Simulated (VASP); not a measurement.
A run of VASP 6.6.1:

POSCAR

```
WSe2
1.0
    3.3143636060      0.0000000000      0.0000000000
   -1.6571818030      2.8703230802      0.0000000000
    0.0000000000      0.0000000000     15.9923289540
W Se
1 2
Direct
    0.0000000000      0.0000000000      0.0000000000
    0.3333333333      0.6666666667      0.1038575405
    0.3333333333      0.6666666667      0.8961424595
```

Contents of INCAR.step1:

```
SYSTEM = WSe2
PREC = Accurate
ENCUT = 520
ISMEAR = 0
SIGMA = 0.02
LREAL = .FALSE.
LASPH = .TRUE.
NELM = 60
NBANDS = 20
GGA = PE
ALGO = Normal
EDIFF = 1E-4
LWAVE = .TRUE.
LCHARG = .FALSE.
```

The input INCAR.step2:

```
SYSTEM = WSe2
PREC = Accurate
ENCUT = 520
EDIFF = 1E-6
ISMEAR = 0
SIGMA = 0.02
LREAL = .FALSE.
LASPH = .TRUE.
NELM = 60
ALGO = Normal
ISIF = 2
LWAVE = .FALSE.
LCHARG = .FALSE.
METAGGA = R2SCAN
LMIXTAU = .TRUE.
NBANDS = 20
ISTART = 1
```

Contents of KPOINTS:

```
Automatic mesh
0
G
  12 12 2
  0 0 0
```

Potentials or basis: VASP PAW PBE potentials, release 64 (W_sv, Se).

The run is started by

```sh
$ cat potpaw_PBE.64/W_sv/POTCAR potpaw_PBE.64/Se/POTCAR > POTCAR
$ cp INCAR.step1 INCAR
$ mpirun -np 1 vasp_std > vasp.out
$ cp INCAR.step2 INCAR
$ mpirun -np 1 vasp_std > vasp.out
```

Hardware: 1 thread of Intel(R) Xeon(R) 6975P-C (Granite Rapids), on a shared host.

Task: How long does it take, and how much memory?

Result: Run time: 4.3 min on 1 thread of Intel(R) Xeon(R) 6975P-C (Granite Rapids) (shared host), peak memory 0.39 GiB. Counts: k points 38.
